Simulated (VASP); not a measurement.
# NaCl in VASP: notebook

The runs below take NaCl through single point, with HSE06.

Program: VASP 6.6.1. These are calculated values, not measurements. Logs are shortened: lines on timing, memory, paths and dates and some standing lists are left out, and cuts for length are marked.

### 1 The cell of the first run

It takes space group Imm2 (No. 44, orthorhombic). The conventional cell has a = 4.311 Å, b = 4.421 Å, c = 6.175 Å, α = 90.00°, β = 90.00°, γ = 90.00°. Na (site symmetry mm2) has 4 Cl at 2.67 to 2.68 Å within 3.5 Å. Within 3.5 Å of Cl (site symmetry mm2) lie 4 Na at 2.67 to 2.68 Å.

### 2 Single point, HSE06 (shear xy strain -2.5%)

The input, POSCAR:

```
NaCl
1.0
   -0.0385909107      3.0872728532      3.0872728532
    3.0872728532     -0.0385909107      3.0872728532
    3.0486819425      3.0486819425      0.0000000000
Na Cl
1 1
Direct
   -0.0028436886     -0.0028436886      0.0028436886
    0.2528436886      0.2528436886      0.2471563114
```

The input, INCAR.step1:

```
SYSTEM = NaCl
ALGO = Normal
EDIFF = 1E-5
ENCUT = 400
GGA = PE
GGA_COMPAT = .False.
ISIF = 2
ISMEAR = 0
LASPH = .True.
LCHARG = .False.
LREAL = .False.
LWAVE = .True.
NBANDS = 14
NELM = 120
PREC = Accurate
SIGMA = 0.01
```

The input, INCAR.step2:

```
SYSTEM = NaCl
ALGO = Normal
EDIFF = 1E-6
ENCUT = 400
GGA = PE
GGA_COMPAT = .False.
HFSCREEN = 0.2079
ISIF = 2
ISMEAR = 0
ISTART = 1
LASPH = .True.
LCHARG = .False.
LHFCALC = .True.
LREAL = .False.
LWAVE = .False.
NBANDS = 14
NELM = 120
PREC = Accurate
PRECFOCK = Normal
SIGMA = 0.01
```

The input, KPOINTS:

```
k-points
0
Gamma
  6 6 6
  0 0 0
```

Potentials or basis: VASP PAW PBE potentials, release 64 (Na_pv, Cl).

Run with:

```
cat potpaw_PBE.64/Na_pv/POTCAR potpaw_PBE.64/Cl/POTCAR > POTCAR
cp INCAR.step1 INCAR
mpirun -np 1 vasp_std > vasp.out
cp INCAR.step2 INCAR
mpirun -np 1 vasp_std > vasp.out
```

OUTCAR:

```text
SYSTEM = NaCl
   EDIFF = 1E-6
   ENCUT = 400
   GGA = PE
   HFSCREEN = 0.2079
   ISIF = 2
   ISMEAR = 0
   ISTART = 1
   LASPH = .True.
   LHFCALC = .True.
   LREAL = .False.
   NELM = 120
   PREC = Accurate
   PRECFOCK = Normal

 ion  position               nearest neighbor table
   1  0.997  0.997  0.003-   2 2.67   2 2.67   2 2.68   2 2.68
   2  0.253  0.253  0.247-   1 2.67   1 2.67   1 2.68   1 2.68

  LATTYP: Found a body centered orthorhombic cell.
 ALAT       =     4.3114873504
 B/A-ratio  =     1.0253164557
 C/A-ratio  =     1.4321149999

  Lattice vectors:

 A1 = (   0.0385909107,  -3.0872728532,  -3.0872728532)
 A2 = (  -0.0385909107,   3.0872728532,  -3.0872728532)
 A3 = (   3.0872728532,  -0.0385909107,   3.0872728532)

Analysis of symmetry for initial positions (statically):
=====================================================================
 Subroutine PRICEL returns:
 Original cell was already a primitive cell.

 Routine SETGRP: Setting up the symmetry group for a
 body centered orthorhombic supercell.

 Subroutine GETGRP returns: Found  4 space group operations
 (whereof  4 operations were pure point group operations)
 out of a pool of  8 trial point group operations.

The static configuration has the point symmetry C_2v.

Analysis of symmetry for dynamics (positions and initial velocities):
=====================================================================
 Subroutine PRICEL returns:
 Original cell was already a primitive cell.

 Routine SETGRP: Setting up the symmetry group for a
 body centered orthorhombic supercell.

 Subroutine GETGRP returns: Found  4 space group operations
 (whereof  4 operations were pure point group operations)
 out of a pool of  8 trial point group operations.

The dynamic configuration has the point symmetry C_2v.

 Subroutine INISYM returns: Found  4 space group operations
 (whereof  4 operations are pure point group operations),
 and found     1 'primitive' translations

----------------------------------------------------------------------------------------

                                     Primitive cell

  volume of cell :      58.8420

  direct lattice vectors                    reciprocal lattice vectors
    -0.038590911  3.087272853  3.087272853    -0.159955788  0.159955788  0.161955235
     3.087272853 -0.038590911  3.087272853     0.159955788 -0.159955788  0.161955235
     3.048681943  3.048681943  0.000000000     0.164005301  0.164005301 -0.161955235

  length of vectors
     4.366233686  4.366233686  4.311487350     0.278210722  0.278210722  0.282886860

  position of ions in fractional coordinates (direct lattice)
     0.997156311  0.997156311  0.002843689
     0.252843689  0.252843689  0.247156311

  ion indices of the primitive-cell ions
   primitive index   ion index
                 1           1
                 2           2

----------------------------------------------------------------------------------------

 KPOINTS: k-points

Automatic generation of k-mesh.
 Grid dimensions read from file:
 generate k-points for:    6    6    6

 Generating k-lattice:

  Cartesian coordinates                     Fractional coordinates (reciprocal lattice)
    -0.026659298  0.026659298  0.026992539     0.166666667  0.000000000  0.000000000
     0.026659298 -0.026659298  0.026992539     0.000000000  0.166666667  0.000000000
     0.027334217  0.027334217 -0.026992539     0.000000000  0.000000000  0.166666667

  Length of vectors
     0.046368454  0.046368454  0.047147810

  Shift w.r.t. Gamma in fractional coordinates (k-lattice)
     0.000000000  0.000000000  0.000000000

 Subroutine IBZKPT returns following result:
 ===========================================

 Found     46 irreducible k-points:

 Following reciprocal coordinates:
            Coordinates               Weight
  0.000000  0.000000  0.000000      1.000000
  0.166667 -0.000000  0.000000      4.000000
  0.333333 -0.000000  0.000000      4.000000
  0.500000  0.000000  0.000000      2.000000
  0.166667  0.166667  0.000000      2.000000
  0.333333  0.166667  0.000000      4.000000
[... 16 lines left out ...]
 -0.166667  0.333333  0.166667      4.000000
  0.500000  0.500000  0.166667      4.000000
 [... further k-points ...]
   k-points           NKPTS =     46   k-points in BZ     NKDIM =    216   number of bands    NBANDS=     14
   number of dos      NEDOS =    301   number of ions     NIONS =      2
   total plane-waves  NPLWV =  21952
   dimension x,y,z NGX =    28 NGY =   28 NGZ =   28
   dimension x,y,z NGXF=    56 NGYF=   56 NGZF=   56
   ions per type =               1   1
   NGX,Y,Z   is equivalent  to a cutoff of  10.66, 10.66, 10.80 a.u.
   NGXF,Y,Z  is equivalent  to a cutoff of  21.32, 21.32, 21.59 a.u.
 SYSTEM =  NaCl
   PREC   = accura    normal or accurate (medium, high low for compatibility)
   ISTART =      1    job   : 0-new  1-cont  2-samecut
   ICHARG =      0    charge: 1-file 2-atom 10-const
   ISPIN  =      1    spin polarized calculation?
   LNONCOLLINEAR =      F non collinear calculations
   LSORBIT =      F    spin-orbit coupling
   LASPH  =      T    aspherical Exc in radial PAW
   ENCUT  =  400.0 eV  29.40 Ry    5.42 a.u.   7.12  7.12  7.03*2*pi/ulx,y,z
   NELM   =    120;   NELMIN=  2; NELMDL=  0     # of ELM steps
   EDIFF  = 0.1E-05   stopping-criterion for ELM
   LREAL  =      F    real-space projection
   EDIFFG = 0.1E-04   stopping-criterion for IOM
   NSW    =      0    number of steps for IOM
   IBRION =     -1    ionic relax: 0-MD 1-quasi-New 2-CG
   NFREE  =      0    steps in history (QN), initial steepest desc. (CG)
   ISIF   =      2    stress and relaxation
   ISYM   =      3    0-nonsym 1-usesym 2-fastsym
   POTIM  = 0.5000    time-step for ionic-motion
   TEBEG  =    0.0;   TEEND  =   0.0 temperature during run
   PSTRESS=    0.0 pullay stress
   NELECT =      14.0000    total number of electrons
   NUPDOWN=      -1.0000    fix difference up-down
   EMIN   =  10.00;   EMAX   =-10.00  energy-range for DOS
   EFERMI =   0.00;   METHOD = LEGACY
   ISMEAR =     0;   SIGMA  =   0.01  broadening in eV -4-tet -1-fermi 0-gaus
   EFERMI_NEDOS =   21; number of points for ismear=-14 and -15
   IALGO  =     38    algorithm
   IMIX   =      1    mixing-type and parameters
     AMIX     =   0.40;   BMIX     =  1.00
     AMIX_MAG =   1.60;   BMIX_MAG =  1.00
  volume/ion in A,a.u.               =      29.42       198.54
  Fermi-wavevector in a.u.,A,eV,Ry     =   1.014429  1.916993 14.001304  1.029067
  Thomas-Fermi vector in A             =   2.147656
   LORBIT       =      0    0 simple, 1 ext, 2 COOP (PROOUT), +10 PAW based schemes
   GGA     = PE    functional components
   LHFCALC =     T    Hartree Fock is set to
   PRECFOCK=normal    Normal, Fast or Accurate (Low or Medium for compatibility)
   ENCUT4O =  -1.0   cutoff for four orbital integrals eV
   NKREDX  =     1    reduce k-point grid by
   NKREDY  =     1    reduce k-point grid by
   NKREDZ  =     1    reduce k-point grid by
   AEXX    =    0.2500 exact exchange contribution
   HFSCREEN=    0.2079 screening length (either q_TF or 0.3 A-1)
   HFSCREENC=   0.2079 screening length for correlation (either q_TF or 0.3 A-1)
   ENCUTFOCK=  -1.0 apply spherical cutoff to Coloumb kernel
   IVDW    =     0    specifies the selected vdW correction
   LEPSILON=     F    determine dielectric tensor
   LRPA    =     F    only Hartree local field effects (RPA)
 non-spin polarized calculation
 Gauss-broadening in eV      SIGMA  =   0.01
  energy-cutoff  :      400.00
  volume of cell :       58.84
 maximum number of plane-waves:      1079
  NGX = 24; NGY = 24; NGZ = 24

 number of electron      13.9999998 magnetization

 Free energy of the ion-electron system (eV)
  ---------------------------------------------------
  ext. energy  EPLUGINS =         0.00000000
  ---------------------------------------------------
  free energy    TOTEN  =        -7.72527061 eV

  energy without entropy =       -7.72527061  energy(sigma->0) =       -7.72527061

 E-fermi :  -3.2023     XC(G=0):  -5.7575

 val. band max:       -3.3728118674   @ k =   0.0000   0.0000   0.0000
 cond. band min:       2.8274692836   @ k =   0.0000   0.0000   0.0000
 fundamental gap:      6.2002811511
 Fermi energy:        -3.2023324358

 k-point     1 :       0.0000    0.0000    0.0000
  band No.  band energies     occupation
      1     -26.0423      2.00000
      2     -26.0411      2.00000
      3     -26.0398      2.00000
      4     -16.6713      2.00000
      5      -3.4369      2.00000
      6      -3.4066      2.00000
      7      -3.3728      2.00000
      8       2.8275      0.00000
      9       9.1826      0.00000
     10       9.3321      0.00000
     11       9.4821      0.00000
     12      11.1932      0.00000
     13      11.1975      0.00000
     14      13.4132      0.00000

 k-point     2 :       0.1667   -0.0000    0.0000
  band No.  band energies     occupation
      1     -26.0439      2.00000
      2     -26.0426      2.00000
      3     -26.0409      2.00000
      4     -16.6339      2.00000
      5      -3.7467      2.00000
      6      -3.4387      2.00000
      7      -3.3990      2.00000
      8       3.4387      0.00000
      9       8.5815      0.00000
     10       9.3878      0.00000
     11       9.5757      0.00000
     12      10.6973      0.00000
     13      10.7759      0.00000
     14      12.4527      0.00000

 k-point     3 :       0.3333   -0.0000    0.0000
  band No.  band energies     occupation
      1     -26.0509      2.00000
      2     -26.0435      2.00000
      3     -26.0418      2.00000
      4     -16.5578      2.00000
      5      -4.2857      2.00000
      6      -3.4821      2.00000
      7      -3.4502      2.00000
      8       4.7108      0.00000
      9       7.5073      0.00000
     10       8.9534      0.00000
     11       9.1058      0.00000
     12      11.5171      0.00000
     13      11.6962      0.00000
     14      11.9801      0.00000

 k-point     4 :       0.5000    0.0000    0.0000
  band No.  band energies     occupation
      1     -26.0545      2.00000
      2     -26.0440      2.00000
      3     -26.0422      2.00000
      4     -16.5192      2.00000
      5      -4.5213      2.00000
      6      -3.5033      2.00000
      7      -3.4753      2.00000
      8       5.5494      0.00000
      9       6.8246      0.00000
     10       8.6841      0.00000
     11       8.8377      0.00000
     12      12.4270      0.00000
     13      13.0104      0.00000
     14      13.2400      0.00000

 k-point     5 :       0.1667    0.1667    0.0000
  band No.  band energies     occupation
      1     -26.0450      2.00000
      2     -26.0431      2.00000
      3     -26.0409      2.00000
      4     -16.6202      2.00000
      5      -3.7322      2.00000
      6      -3.5248      2.00000
      7      -3.4533      2.00000
      8       3.6294      0.00000
      9       8.5320      0.00000
     10       9.3093      0.00000
     11       9.4973      0.00000
[... 276 lines left out ...]
 k-point    22 :      -0.3333    0.3333    0.1667
  band No.  band energies     occupation
      1     -26.0542      2.00000
      2     -26.0465      2.00000
      3     -26.0445      2.00000
      4     -16.4793      2.00000
      5      -4.2525      2.00000
      6      -3.9490      2.00000
      7      -3.6431      2.00000
      8       5.9476      0.00000
      9       6.9568      0.00000
     10       8.0925      0.00000
     11       9.3701      0.00000
     12      11.4520      0.00000
     13      12.4845      0.00000
     14      13.7366      0.00000

 k-point    23 :      -0.1667    0.3333    0.1667
  band No.  band energies     occupation
      1     -26.0524      2.00000
      2     -26.0451      2.00000
      3     -26.0445      2.00000
      4     -16.5065      2.00000
      5      -4.2329      2.00000
      6      -3.8186      2.00000
      7      -3.5857      2.00000
      8       5.4224      0.00000
      9       7.3975      0.00000
     10       7.8315      0.00000
     11       9.7126      0.00000
     12      11.0196      0.00000
     13      12.8517      0.00000
     14      13.6124      0.00000

 k-point    24 :       0.5000    0.5000    0.1667
  band No.  band energies     occupation
      1     -26.0551      2.00000
      2     -26.0467      2.00000
      3     -26.0434      2.00000
      4     -16.4767      2.00000
      5      -4.3174      2.00000
      6      -3.7963      2.00000
      7      -3.7170      2.00000
      8       5.2459      0.00000
      9       7.2434      0.00000
     10       8.2854      0.00000
     11      10.2409      0.00000
     12      10.8696      0.00000
     13      13.5907      0.00000
     14      13.7440      0.00000

 [... further k-points ...]

------------------------ aborting loop because EDIFF is reached ----------------------------------------

  FORCE on cell =-STRESS in cart. coord.  units (eV):
  Direction    XX          YY          ZZ          XY          YZ          ZX
  --------------------------------------------------------------------------------------
  -------------------------------------------------------------------------------------
  Total        0.0980232      0.0980232      0.0954219      0.0536420      0.0000000      0.0000000
  in kB        2.6690230      2.6690230      2.5981926      1.4605893      0.0000000      0.0000000
  external PRESSURE =       2.6454129 kB  Pullay stress =       0.0000000 kB

 VOLUME and BASIS-vectors are now :
 -----------------------------------------------------------------------------
  energy-cutoff  :      400.00
  volume of cell :       58.84
      direct lattice vectors                 reciprocal lattice vectors
    -0.038590911  3.087272853  3.087272853    -0.159955788  0.159955788  0.161955235
     3.087272853 -0.038590911  3.087272853     0.159955788 -0.159955788  0.161955235
     3.048681943  3.048681943  0.000000000     0.164005301  0.164005301 -0.161955235

 POSITION                                       TOTAL-FORCE (eV/Angst)
 -----------------------------------------------------------------------------------
      3.04868      3.04868      6.15699         0.000000      0.000000     -0.000766
      1.52434      1.52434      1.56119         0.000000      0.000000      0.000766
 -----------------------------------------------------------------------------------
    total drift:                                0.000002      0.000006     -0.000688

  FREE ENERGIE OF THE ION-ELECTRON SYSTEM (eV)
  ---------------------------------------------------
  free  energy   TOTEN  =        -7.7252706149 eV

  energy  without entropy=       -7.7252706149  energy(sigma->0) =       -7.72527061
```

Run time: 34 min. Hardware: 1 thread of Intel Xeon Platinum 8259CL at 2.50GHz (Skylake/Cascade Lake), shared host; peak memory 0.28 GiB.

Results:

- Free energy: -7.7253 eV
- Pressure: 0.3 GPa
- Band gap on the k mesh: 6.20 eV

Caveat: the cell differs from its parent crystal (shear xy strain -2.5%); the structure was generated, so it needn't be the stable form of NaCl; the PAW data sets were made with another functional, which shifts forces and pressure a little.

### 3 Single point, HSE06

The input, POSCAR:

```
NaCl
1.0
    0.0000000000      3.0872728532      3.0872728532
    3.0872728532      0.0000000000      3.0872728532
    3.0872728532      3.0872728532      0.0000000000
Na Cl
1 1
Direct
    0.0000000000      0.0000000000      0.0000000000
    0.2500000000      0.2500000000      0.2500000000
```

INCAR.step1: that of step 2 with these lines changed.

```diff
@@ -9,3 +9,2 @@
 LASPH = .True.
-LCHARG = .False.
 LREAL = .False.
```

INCAR.step2: that of step 2 with these lines changed.

```diff
@@ -11,5 +11,7 @@
 LASPH = .True.
-LCHARG = .False.
+LCHARG = .True.
+LELF = .True.
 LHFCALC = .True.
 LREAL = .False.
+LVHAR = .True.
 LWAVE = .False.
```

KPOINTS is that of step 2.

Potentials or basis: VASP PAW PBE potentials, release 64 (Na_pv, Cl).

Run with:

```
cat potpaw_PBE.64/Na_pv/POTCAR potpaw_PBE.64/Cl/POTCAR > POTCAR
cp INCAR.step1 INCAR
mpirun -np 1 vasp_std > vasp.out
cp INCAR.step2 INCAR
mpirun -np 1 vasp_std > vasp.out
```

Wall time 27 min (1 thread of Oxide Virtual Turin-like, shared host); peak memory 0.23 GiB.

It converged, with:

```
Free energy            : -7.7258 eV
Pressure               : 0.3 GPa
Band gap on the k mesh : 6.24 eV
```

Levels at points of the mesh, in eV from the valence-band top:
| k point | band 3 | band 4 | band 5 | band 6 | band 7 | band 8 | band 9 | band 10 | band 11 | band 12 |
| --- | --- | --- | --- | --- | --- | --- | --- | --- | --- | --- |
| (0.00, 0.00, 0.00) | -22.63 | -13.27 | 0.00 | 0.00 | 0.00 | 6.24 | 12.74 | 12.74 | 12.74 | 14.60 |
| (0.50, 0.00, 0.00) | -22.63 | -13.11 | -1.11 | -0.10 | -0.10 | 8.96 | 10.28 | 12.11 | 12.11 | 15.80 |
| (0.50, 0.50, 0.00) | -22.64 | -13.06 | -1.01 | -0.32 | -0.32 | 8.30 | 10.46 | 12.17 | 14.71 | 14.71 |

Caveat: the structure was generated, so it needn't be the stable form of NaCl; the PAW data sets were made with another functional, which shifts forces and pressure a little.
